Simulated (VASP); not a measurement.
Here is a VASP 6.6.1 calculation.

File INCAR:

```
PREC = Accurate
ENCUT = 500
EDIFF = 1E-6
ISMEAR = -1
SIGMA = 0.15
LREAL = F
LASPH = T
NELM = 200
ALGO = Normal
ISIF = 2
LWAVE = F
LCHARG = F
MAGMOM = 0 0 0 0 0 0 0 0 0 0 0 0
LORBIT = 11
LSORBIT = T
GGA_COMPAT = F
LORBMOM = T
LMAXMIX = 4
GGA = PE
NBANDS = 35
```

File KPOINTS:

```
regular mesh
0
Gamma
  12 12 12
```

The input POSCAR:

```
TiAl3
1.0
    3.7058368468      0.0000000000      0.0000000000
    0.0000000000      3.7058368468      0.0000000000
    0.0000000000      0.0000000000      3.7058368468
Ti Al
1 3
Direct
    0.0000000000      0.0000000000      0.0000000000
    0.5000000000      0.5000000000      0.0000000000
    0.5000000000      0.0000000000      0.5000000000
    0.0000000000      0.5000000000      0.5000000000
```

Potentials or basis: VASP PAW PBE potentials, release 64 (Ti_sv, Al).

Launch:

```console
$ cat potpaw_PBE.64/Ti_sv/POTCAR potpaw_PBE.64/Al/POTCAR > POTCAR
$ mpirun -np 1 vasp_ncl > vasp.out
```

Question: What does it give for the pressure?

Answer: 35.0 GPa.

Question: What does it give for the net moment?

Answer: 0.00 μB per cell.

Moments on the atoms (μB; x, y, z):
```
Ti  0.00 0.00 0.00
Al  0.00 0.00 0.00
Al  0.00 0.00 0.00
Al  0.00 0.00 0.00
```
